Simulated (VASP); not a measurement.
## Mg3CdS2: single point with PBE

The system is Mg3CdS2.

```
Mg Cd S
1.0
     3.62586    0.00000    0.00000
    -1.81293    3.14009    0.00000
     0.00000    0.00000   10.76633
Mg Cd S
3 1 2
Direct
  0.00000 0.00000 0.50000
  0.33333 0.66667 0.21568
  0.66667 0.33333 0.78432
  0.00000 0.00000 0.00000
  0.33333 0.66667 0.64203
  0.66667 0.33333 0.35797
```

| Item | Value |
| --- | --- |
| Program | VASP 6.6.1 |
| Task | single point |
| Functional | PBE |
| Potentials or basis | VASP PAW PBE potentials, release 64 (Mg, Cd, S) |
| Cutoff | 520 eV |
| k mesh | 12 × 12 × 4 |
| Occupations | gaussian, width 0.1 eV |
| Spin | no spin polarisation |
| Dipole correction | no |
| Further INCAR settings | ALGO = Normal; EDIFF = 1e-06; NBANDS = 24 |

```yaml
Pressure: -0.2 GPa
Largest_force: 0.011 eV/Å
Band_gap_on_the_k_mesh: zero (band 15 reaches 4.12 eV, above the bottom of band 16 at 3.81 eV)
```

Forces in eV/Å, atoms in the order of the input:
```
Mg   0.000  0.000  0.000
Mg   0.000  0.000  0.011
Mg   0.000  0.000 -0.011
Cd   0.000  0.000  0.000
S    0.000  0.000 -0.004
S    0.000  0.000  0.004
```

Levels at points of the mesh, in eV from the Fermi level:
| k point | band 13 | band 14 | band 15 | band 16 | band 17 | band 18 |
| --- | --- | --- | --- | --- | --- | --- |
| (0.00, 0.00, 0.00) | -1.98 | -1.98 | -1.09 | 1.62 | 3.05 | 4.37 |
| (0.50, 0.00, 0.00) | -2.78 | -2.14 | -1.40 | 0.04 | 1.04 | 2.61 |
| (0.00, 0.00, 0.50) | -2.17 | -1.98 | -1.98 | 2.81 | 2.95 | 3.84 |
| (0.50, 0.00, 0.50) | -2.79 | -2.31 | -1.60 | 0.36 | 1.97 | 1.99 |

Wall time 110 s on 1 thread of Intel(R) Xeon(R) 6975P-C (Granite Rapids), on a shared host, peak memory 0.36 GiB.
